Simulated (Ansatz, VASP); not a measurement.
# HfO2: VASP beside Ansatz

The input INCAR:

```
PREC = Accurate
ENCUT = 520
EDIFF = 1E-7
ISMEAR = 0
SIGMA = 0.02
LREAL = False
LASPH = True
NELM = 80
ALGO = Normal
ISIF = 2
LWAVE = False
LCHARG = False
GGA = PE
NBANDS = 31
```

Contents of KPOINTS:

```
Automatic mesh
0
Gamma
  6 6 8
```

The input POSCAR:

```
HfO2
1.0
    4.7806946026      0.0000000000      0.0000000000
    0.0000000000      4.7806946026      0.0000000000
    0.0000000000      0.0000000000      3.2018443207
Hf O
2 4
Direct
    0.0000000000      0.0000000000      0.0000000000
    0.5000000000      0.5000000000      0.5000000000
    0.1954195479      0.8045804521      0.5000000000
    0.3045804521      0.3045804521      0.0000000000
    0.6954195479      0.6954195479      0.0000000000
    0.8045804521      0.1954195479      0.5000000000
```

Input for Ansatz:

```yaml
crystal:
  lattice:
    - [4.7806946026, 0.0, 0.0]
    - [0.0, 4.7806946026, 0.0]
    - [0.0, 0.0, 3.2018443207]
  atoms:
    - { symbol: Hf, position: [0.0, 0.0, 0.0] }
    - { symbol: Hf, position: [0.5, 0.5, 0.5] }
    - { symbol: O, position: [0.1954195479, 0.8045804521, 0.5] }
    - { symbol: O, position: [0.3045804521, 0.3045804521, 0.0] }
    - { symbol: O, position: [0.6954195479, 0.6954195479, 0.0] }
    - { symbol: O, position: [0.8045804521, 0.1954195479, 0.5] }
basis:
  ecutwfc: 420
kpoints:
  mp_grid: { grid: [6, 6, 8] }
  band_path: { path: [VBM, CBM], npoints: 2 }
hamiltonian:
  xc: pbe
scf:
  occupations: { method: gaussian, width: 0.02 }
output:
  forces: true
  stress: true
  eigenvalues: true
checkpoint:
  read: start.run
  write: ck
  compress: false
  write_wavefunctions: false
  write_every: 100000
```

Alike in both runs: task single point; functional PBE; k mesh 6 × 6 × 8; occupations gaussian, width 0.02 eV; no spin polarisation.

|  | VASP | Ansatz |
| --- | --- | --- |
| version | VASP 6.6.1 | Ansatz 0.2.0 |
| potentials or method | VASP PAW PBE potentials, release 64 (Hf_pv, O), cutoff 520 eV | scalar-relativistic, plane waves, PAW |
| valence electrons in the cell | 44 | 76 |

```csv
,VASP,Ansatz,Ansatz less VASP
gap on the k mesh at the Fermi level (eV),4.02,4.07,+0.058
least direct gap on the mesh (eV),4.02,4.07,+0.058
pressure (GPa),9.0,12.0,+3.01
"traceless stress, the component that is largest in VASP (GPa)",-0.45,0.03,+0.488
rms of the force components (eV/Å),0.022,0.000,-0.0221
```

Atom by atom the forces differ by 0.022 eV/Å (rms over components). With one functional, cell and mesh, what is left measures potentials, basis and numerics. VASP's potentials hold 44 valence electrons a cell and Ansatz's 76, so a difference there can come from the potentials and not from the codes.

Neither program's run includes spin-orbit coupling.
